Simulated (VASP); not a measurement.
# Cs2LiScF6 (I4mm) in VASP: further runs

Runs on Cs2LiScF6. Level: PBEsol. Tasks: single point.

Everything below comes from runs of VASP 6.6.1. Logs are shortened: lines on timing, memory, paths and dates and some standing lists are left out, and cuts for length are marked.

### 1 The cell of the first run

The structure is tetragonal, space group I4mm (No. 107). The conventional cell has a = 6.076 Å, b = 6.076 Å, c = 8.593 Å, α = 90.00°, β = 90.00°, γ = 90.00°. Within 3.9 Å of Cs (site symmetry 2mm) lie 12 F at 2.96 to 3.13 Å and 4 Li at 3.66 to 3.79 Å and 4 Sc at 3.66 to 3.78 Å. Within 3.0 Å of Li (site symmetry 4mm) lie 6 F at 2.24 to 2.29 Å. Sc (site symmetry 4mm) has 6 F at 2.01 to 2.06 Å within 2.7 Å. Within 3.2 Å of F (site symmetry m) lie 1 Sc at 2.05 Å and 1 Li at 2.27 Å and 7 F at 2.74 to 3.20 Å and 4 Cs at 2.96 to 3.13 Å. F (site symmetry 4mm) has 1 Sc at 2.06 Å and 1 Li at 2.24 Å and 4 F at 2.74 Å within 2.8 Å. F (site symmetry 4mm) has 1 Sc at 2.01 Å and 1 Li at 2.29 Å within 2.7 Å.

### 2 Single point, PBEsol (atoms displaced along a vibrational mode)

INCAR

```
ALGO     = Normal         # electronic algorithm
EDIFF    = 1E-6           # SCF threshold, eV
ENCUT    = 520            # plane-wave cutoff, eV
GGA      = PS             # functional
ISIF     = 2              # what is computed and relaxed
ISMEAR   = 0              # smearing method
LASPH    = True           # aspherical terms in the spheres
LCHARG   = False          # write CHGCAR
LREAL    = False          # projectors in reciprocal space
LWAVE    = False          # write WAVECAR
NBANDS   = 48             # bands
NELM     = 80             # most SCF steps
PREC     = Accurate       # precision mode
SIGMA    = 0.05           # smearing width, eV
```

KPOINTS

```
k-points
0
Gamma
  6 6 6
```

POSCAR

```
Cs2LiScF6
1.0
    0.0000000000      4.2963951983      4.2963951983
    4.2963951983      0.0000000000      4.2963951983
    4.2963951983      4.2963951983      0.0000000000
Cs Li Sc F
2 1 1 6
Direct
    0.7498952933      0.7501047067      0.7498952933
    0.2498952933      0.2501047067      0.2498952933
    0.4870910741      0.5129089259      0.4870910741
   -0.0126254044      0.0126254044     -0.0126254044
    0.7771456027      0.2228543973      0.2507847889
    0.2507847889      0.2228543973      0.7771456027
    0.2507847889      0.7492152111      0.7771456027
    0.2269172070      0.7730827930      0.2269172070
    0.7532780208      0.2467219792      0.7532780208
    0.7771456027      0.7492152111      0.2507847889
```

Potentials or basis: VASP PAW PBE potentials, release 64 (Cs_sv, Li_sv, Sc_sv, F).

Run with:

```sh
cat potpaw_PBE.64/Cs_sv/POTCAR potpaw_PBE.64/Li_sv/POTCAR potpaw_PBE.64/Sc_sv/POTCAR potpaw_PBE.64/F/POTCAR > POTCAR
mpirun -np 1 vasp_std > vasp.out
```

OUTCAR:

```text
EDIFF = 1E-6
   ENCUT = 520
   GGA = PS
   ISIF = 2
   ISMEAR = 0
   LASPH = True
   LREAL = False
   NELM = 80
   PREC = Accurate

 ion  position               nearest neighbor table
   1  0.750  0.750  0.750-
   2  0.250  0.250  0.250-
   3  0.487  0.513  0.487-   8 2.24
   4  0.987  0.013  0.987-   9 2.01   6 2.05   7 2.05   5 2.05  10 2.05   8 2.06
   5  0.777  0.223  0.251-   4 2.05
   6  0.251  0.223  0.777-   4 2.05
   7  0.251  0.749  0.777-   4 2.05
   8  0.227  0.773  0.227-   4 2.06   3 2.24
   9  0.753  0.247  0.753-   4 2.01
  10  0.777  0.749  0.251-   4 2.05

  LATTYP: Found a face centered cubic cell.
 ALAT       =     8.5927903966

  Lattice vectors:

 A1 = (   0.0000000000,   4.2963951983,   4.2963951983)
 A2 = (   4.2963951983,   0.0000000000,   4.2963951983)
 A3 = (   4.2963951983,   4.2963951983,   0.0000000000)

Analysis of symmetry for initial positions (statically):
=====================================================================
 Subroutine PRICEL returns:
 Original cell was already a primitive cell.

 Routine SETGRP: Setting up the symmetry group for a
 face centered cubic supercell.

 Subroutine GETGRP returns: Found  8 space group operations
 (whereof  8 operations were pure point group operations)
 out of a pool of 48 trial point group operations.

The static configuration has the point symmetry C_4v.

Analysis of symmetry for dynamics (positions and initial velocities):
=====================================================================
 Subroutine PRICEL returns:
 Original cell was already a primitive cell.

 Routine SETGRP: Setting up the symmetry group for a
 face centered cubic supercell.

 Subroutine GETGRP returns: Found  8 space group operations
 (whereof  8 operations were pure point group operations)
 out of a pool of 48 trial point group operations.

The dynamic configuration has the point symmetry C_4v.

 Subroutine INISYM returns: Found  8 space group operations
 (whereof  8 operations are pure point group operations),
 and found     1 'primitive' translations

[... 110 lines left out ...]
   EDIFF  = 0.1E-05   stopping-criterion for ELM
   LREAL  =      F    real-space projection
   EDIFFG = 0.1E-04   stopping-criterion for IOM
   NSW    =      0    number of steps for IOM
   IBRION =     -1    ionic relax: 0-MD 1-quasi-New 2-CG
   NFREE  =      0    steps in history (QN), initial steepest desc. (CG)
   ISIF   =      2    stress and relaxation
   ISYM   =      2    0-nonsym 1-usesym 2-fastsym
   POTIM  = 0.5000    time-step for ionic-motion
   TEBEG  =    0.0;   TEEND  =   0.0 temperature during run
   PSTRESS=    0.0 pullay stress
   NELECT =      74.0000    total number of electrons
   NUPDOWN=      -1.0000    fix difference up-down
   EMIN   =  10.00;   EMAX   =-10.00  energy-range for DOS
   EFERMI =   0.00;   METHOD = LEGACY
   ISMEAR =     0;   SIGMA  =   0.05  broadening in eV -4-tet -1-fermi 0-gaus
   EFERMI_NEDOS =   21; number of points for ismear=-14 and -15
   IALGO  =     38    algorithm
   IMIX   =      4    mixing-type and parameters
     AMIX     =   0.40;   BMIX     =  1.00
     AMIX_MAG =   1.60;   BMIX_MAG =  1.00
  volume/ion in A,a.u.               =      15.86       107.04
  Fermi-wavevector in a.u.,A,eV,Ry     =   1.269710  2.399404 21.934813  1.612163
  Thomas-Fermi vector in A             =   2.402737
   LORBIT       =      0    0 simple, 1 ext, 2 COOP (PROOUT), +10 PAW based schemes
   GGA     = PS    functional components
   LHFCALC =     F    Hartree Fock is set to
   AEXX    =    0.0000 exact exchange contribution
   IVDW    =     0    specifies the selected vdW correction
   LEPSILON=     F    determine dielectric tensor
   LRPA    =     F    only Hartree local field effects (RPA)
 non-spin polarized calculation
 Gauss-broadening in eV      SIGMA  =   0.05
  energy-cutoff  :      520.00
  volume of cell :      158.61
 maximum number of plane-waves:      4314
 NGX is ok and might be reduce to    48
   NGX = 23   NGY = 23   NGZ = 23

 number of electron      74.0000002 magnetization

 Free energy of the ion-electron system (eV)
  ---------------------------------------------------
  ext. energy  EPLUGINS =         0.00000000
  ---------------------------------------------------
  free energy    TOTEN  =       -55.11433811 eV

  energy without entropy =      -55.11433811  energy(sigma->0) =      -55.11433811

 E-fermi :  -1.1602     XC(G=0):  -9.7350

 val. band max:       -1.4568390883   @ k =   0.0000   0.0000   0.0000
 cond. band min:       5.0252666583   @ k =   0.0000   0.0000   0.0000
 fundamental gap:      6.4821057466
 Fermi energy:        -1.1602145290

 k-point     1 :       0.0000    0.0000    0.0000
  band No.  band energies     occupation
      1     -47.4218      2.00000
      2     -43.0676      2.00000
      3     -26.4016      2.00000
      4     -26.3713      2.00000
      5     -26.3713      2.00000
      6     -21.2840      2.00000
[... 1213 lines left out ...]
     47       8.9371      0.00000
     48       9.2255      0.00000

 [... further k-points ...]

------------------------ aborting loop because EDIFF is reached ----------------------------------------

  FORCE on cell =-STRESS in cart. coord.  units (eV):
  Direction    XX          YY          ZZ          XY          YZ          ZX
  --------------------------------------------------------------------------------------
  -------------------------------------------------------------------------------------
  Total       -0.0756440     -0.0901471     -0.0756440      0.0000000      0.0000000      0.0000000
  in kB       -0.7640863     -0.9105836     -0.7640863      0.0000000      0.0000000      0.0000000
  external PRESSURE =      -0.8129187 kB  Pullay stress =       0.0000000 kB

 VOLUME and BASIS-vectors are now :
 -----------------------------------------------------------------------------
  energy-cutoff  :      520.00
  volume of cell :      158.61
      direct lattice vectors                 reciprocal lattice vectors
     0.000000000  4.296395198  4.296395198    -0.116376631  0.116376631  0.116376631
     4.296395198  0.000000000  4.296395198     0.116376631 -0.116376631  0.116376631
     4.296395198  4.296395198  0.000000000     0.116376631  0.116376631 -0.116376631

 POSITION                                       TOTAL-FORCE (eV/Angst)
 -----------------------------------------------------------------------------------
      6.44459      6.44369      6.44459        -0.000000      0.036669     -0.000000
      2.14820      2.14730      2.14820         0.000000      0.036669     -0.000000
      4.29640      4.18547      4.29640        -0.000000      0.169598     -0.000000
      4.29640      8.48430      4.29640        -0.000000      1.117522     -0.000000
      2.03494      4.41640      4.29640        -0.018215     -0.513529     -0.000000
      4.29640      4.41640      2.03494        -0.000000     -0.513529     -0.018215
      6.55785      4.41640      4.29640         0.018215     -0.513529     -0.000000
      4.29640      1.94985      4.29640        -0.000000      0.465505     -0.000000
      4.29640      6.47276      4.29640        -0.000000      0.228154     -0.000000
      4.29640      4.41640      6.55785        -0.000000     -0.513529      0.018215
 -----------------------------------------------------------------------------------
    total drift:                                0.000001     -0.001262      0.000001

  FREE ENERGIE OF THE ION-ELECTRON SYSTEM (eV)
  ---------------------------------------------------
  free  energy   TOTEN  =       -55.1143381062 eV

  energy  without entropy=      -55.1143381062  energy(sigma->0) =      -55.11433811
```

OSZICAR:

```text
N       E                     dE             d eps       ncg     rms          rms(c)
DAV:   1     0.918791035792E+03    0.91879E+03   -0.35036E+04  2880   0.153E+03
DAV:   2     0.319279527579E+02   -0.88686E+03   -0.86012E+03  3528   0.445E+02
DAV:   3    -0.558695137638E+02   -0.87797E+02   -0.86861E+02  3432   0.156E+02
DAV:   4    -0.616986539874E+02   -0.58291E+01   -0.58042E+01  4728   0.379E+01
DAV:   5    -0.620025642254E+02   -0.30391E+00   -0.30323E+00  4856   0.535E+00    0.176E+01
DAV:   6    -0.550479274778E+02    0.69546E+01   -0.25464E+01  4688   0.427E+01    0.731E+00
DAV:   7    -0.552024117802E+02   -0.15448E+00   -0.40633E+00  3824   0.857E+00    0.480E+00
DAV:   8    -0.551688910625E+02    0.33521E-01   -0.10740E+00  3696   0.572E+00    0.165E+00
DAV:   9    -0.551131728828E+02    0.55718E-01   -0.26808E-01  4648   0.356E+00    0.362E-01
DAV:  10    -0.551173540413E+02   -0.41812E-02   -0.36624E-02  4240   0.202E+00    0.415E-01
DAV:  11    -0.551142316280E+02    0.31224E-02   -0.11864E-02  4000   0.118E+00    0.101E-01
DAV:  12    -0.551143371613E+02   -0.10553E-03   -0.13437E-03  4112   0.279E-01    0.336E-02
DAV:  13    -0.551143397558E+02   -0.25945E-05   -0.13096E-04  4320   0.794E-02    0.163E-02
DAV:  14    -0.551143403934E+02   -0.63754E-06   -0.27283E-05  4544   0.375E-02    0.967E-03
DAV:  15    -0.551143387033E+02    0.16901E-05   -0.26203E-06  3328   0.184E-02    0.521E-03
DAV:  16    -0.551143381062E+02    0.59708E-06   -0.37539E-06  3464   0.135E-02
   1 F= -.55114338E+02 E0= -.55114338E+02  d E =-.567633E-18
```

stdout:

```text
POSCAR found type information on POSCAR CsLiScF
 POSCAR found :  4 types and      10 ions
 scaLAPACK will be used
 -----------------------------------------------------------------------------
|                                                                             |
|                                                                             |
|     You enforced a specific xc type in the INCAR file but a different       |
|     I HOPE YOU KNOW WHAT YOU ARE DOING!                                     |
|                                                                             |
 -----------------------------------------------------------------------------

 LDA part: xc-table for (Slater+PW92), standard interpolation
 POSCAR, INCAR and KPOINTS ok, starting setup
 FFT: planning ... GRIDC
 FFT: planning ... GRID_SOFT
 FFT: planning ... GRID
 WAVECAR not read
 entering main loop
```

Run time: 4.9 min. Hardware: 1 thread of Intel Xeon Platinum 8488C (Sapphire Rapids), shared host; peak memory 0.43 GiB.

What came out:

| Property | Result |
| --- | --- |
| Free energy | -55.1143 eV |
| Largest force | 1.118 eV/Å |
| Band gap on the k mesh | 6.48 eV |

Forces in eV/Å, atoms in the order of the input:
```
Cs   0.000  0.037  0.000
Cs   0.000  0.037  0.000
Li   0.000  0.170  0.000
Sc   0.000  1.118  0.000
F   -0.018 -0.514  0.000
F    0.000 -0.514 -0.018
F    0.018 -0.514  0.000
F    0.000  0.466  0.000
F    0.000  0.228  0.000
F    0.000 -0.514  0.018
```

Levels at points of the mesh, in eV from the valence-band top:
```tsv
k point	band 35	band 36	band 37	band 38	band 39	band 40
(0.00, 0.00, 0.00)	-0.15	0.00	0.00	6.48	6.54	6.54
(0.50, 0.00, 0.00)	-0.25	-0.18	-0.05	6.56	6.60	6.63
(0.50, 0.50, 0.00)	-0.29	-0.28	-0.13	6.61	6.65	6.68
(0.50, 0.00, 0.50)	-0.25	-0.11	-0.11	6.56	6.69	6.69
```

Caveat: the cell differs from its parent crystal (atoms displaced along a vibrational mode); the cutoff is under 1.25 times the usual one of these potentials, so pressure, stress and relaxed cells hold a basis-set (Pulay) error; the PAW data sets were made with another functional, which shifts forces and pressure a little; spin-orbit coupling is left out, which moves the levels of the heavy elements. A k mesh can miss the band edges.

### 3 Single point, PBEsol (atoms displaced along a vibrational mode)

INCAR

```
PREC = Accurate
ENCUT = 520
EDIFF = 1E-6
ISMEAR = 0
SIGMA = 0.05
LREAL = False
LASPH = True
NELM = 60
ALGO = Normal
ISIF = 2
LWAVE = False
LCHARG = False
GGA = PS
NBANDS = 48
```

KPOINTS

```
regular mesh
0
Gamma
  6 6 6
```

POSCAR

```
Cs2LiScF6
1.0
    0.0000000000      4.2963951983      4.2963951983
    4.2963951983      0.0000000000      4.2963951983
    4.2963951983      4.2963951983      0.0000000000
Cs Li Sc F
2 1 1 6
Direct
    0.7500785300      0.7499214700      0.7500785300
    0.2500785300      0.2499214700      0.2500785300
    0.5096816944      0.4903183056      0.5096816944
    0.0094690533     -0.0094690533      0.0094690533
    0.7527065101      0.2472934899      0.2263456963
    0.2263456963      0.2472934899      0.7527065101
    0.2263456963      0.7736543037      0.7527065101
    0.2442463827      0.7557536173      0.2442463827
    0.7706071965      0.2293928035      0.7706071965
    0.7527065101      0.7736543037      0.2263456963
```

Potentials or basis: VASP PAW PBE potentials, release 64 (Cs_sv, Li_sv, Sc_sv, F).

Run with:

```sh
cat potpaw_PBE.64/Cs_sv/POTCAR potpaw_PBE.64/Li_sv/POTCAR potpaw_PBE.64/Sc_sv/POTCAR potpaw_PBE.64/F/POTCAR > POTCAR
mpirun -np 1 vasp_std > vasp.out
```

Wall time 5.2 min (1 thread of Intel Xeon Platinum 8488C (Sapphire Rapids), shared host); peak memory 0.43 GiB.

It converged, with:

```
Free energy            : -55.2112 eV
Largest force          : 0.819 eV/Å
Band gap on the k mesh : 6.60 eV
```

Forces in eV/Å, atoms in the order of the input:
```
Cs   0.000 -0.026  0.000
Cs   0.000 -0.026  0.000
Li   0.000 -0.129  0.000
Sc   0.000 -0.819  0.000
F    0.022  0.380  0.000
F    0.000  0.380  0.022
F   -0.022  0.380  0.000
F    0.000 -0.157  0.000
F    0.000 -0.362  0.000
F    0.000  0.380 -0.022
```

Levels at points of the mesh, in eV from the valence-band top:
| k point | band 33 | band 34 | band 35 | band 36 | band 37 | band 38 | band 39 | band 40 | band 41 | band 42 |
| --- | --- | --- | --- | --- | --- | --- | --- | --- | --- | --- |
| (0.00, 0.00, 0.00) | -0.23 | -0.19 | -0.10 | 0.00 | 0.00 | 6.60 | 6.63 | 6.63 | 7.66 | 8.26 |
| (0.50, 0.00, 0.00) | -0.38 | -0.26 | -0.21 | -0.15 | -0.06 | 6.67 | 6.70 | 6.73 | 8.61 | 8.65 |
| (0.50, 0.50, 0.00) | -0.40 | -0.33 | -0.24 | -0.24 | -0.13 | 6.70 | 6.77 | 6.79 | 8.16 | 9.00 |
| (0.50, 0.00, 0.50) | -0.51 | -0.51 | -0.20 | -0.12 | -0.12 | 6.67 | 6.79 | 6.79 | 8.23 | 8.96 |

Caveat: the cell differs from its parent crystal (atoms displaced along a vibrational mode); the cutoff is under 1.25 times the usual one of these potentials, so pressure, stress and relaxed cells hold a basis-set (Pulay) error; the PAW data sets were made with another functional, which shifts forces and pressure a little; spin-orbit coupling is left out, which moves the levels of the heavy elements.
